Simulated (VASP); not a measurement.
Ag, 4 atoms in the cell. The typed cell holds 4 atoms: a = 2.952 Å, b = 5.069 Å, c = 5.070 Å, α = 109.37°, β = 90.02°, γ = 90.03°. 

```yaml
Program: VASP 6.6.1
Task: single point
Functional: PBE
Potentials_or_basis: VASP PAW PBE potentials, release 64 (Ag)
Cutoff: 520 eV
k_mesh: 8 × 4 × 4
Occupations: gaussian, width 0.2 eV
Spin: no spin polarisation
Dipole_correction: no
Further_INCAR_settings: ALGO = Fast; EDIFF = 1e-06; NBANDS = 30
```

Potentials or basis: VASP PAW PBE potentials, release 64 (Ag).

Command:

```console
$ cat potpaw_PBE.64/Ag/POTCAR > POTCAR
$ mpirun -np 1 vasp_std > vasp.out
```

Hardware: 1 thread of Intel(R) Xeon(R) 6975P-C (Granite Rapids), with other jobs on the host.

Problem. Estimate the wall time of this run.

Solution. It took 41 s on 1 thread of Intel(R) Xeon(R) 6975P-C (Granite Rapids) (shared host), peak memory 0.25 GiB. Counts: scf iterations 12, k points 68.
